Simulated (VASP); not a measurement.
Runs of VASP 6.6.1 on KCdF3. The structure is that of space group Pm-3m (No. 221), or close to it. The cells are those of the table. 

| cell | gap on the mesh (eV) | pressure (GPa) |
| --- | --- | --- |
| a = 4.557, b = 4.557, c = 4.382 Å, 5 atoms | 2.67 | -6.6 |
| a = 4.294, b = 4.294, c = 4.382 Å, 5 atoms | 2.74 | -0.1 |
| a = 4.251, b = 4.251, c = 4.382 Å, 5 atoms | 2.70 | 1.5 |
| a = 4.338, b = 4.338, c = 4.382 Å, 5 atoms | (b) | (a) |
| a = 4.535, b = 4.535, c = 4.382 Å, 5 atoms | 2.68 | (c) |
| a = 4.207, b = 4.207, c = 4.382 Å, 5 atoms | 2.65 | 3.4 |
| a = 4.470, b = 4.470, c = 4.382 Å, 5 atoms | 2.73 | -5.0 |

Alike in all rows: task single point; level LDA; potentials or basis VASP PAW LDA potentials, release 64 (K_sv, Cd, F); no spin polarisation; k mesh 6 × 6 × 6; cutoff (eV) 520; smearing gaussian 0.05 eV.

Problem. Fill in the values left out.

Solution. (a) -1.6; (b) 2.77; (c) -6.2.

Caveats: the cell stands under tension (at least some runs); the stress differs along the axes, from 0 to 5 GPa (at least some runs).

A k mesh can miss the band edges, and the runs leave out spin-orbit coupling on Cd.
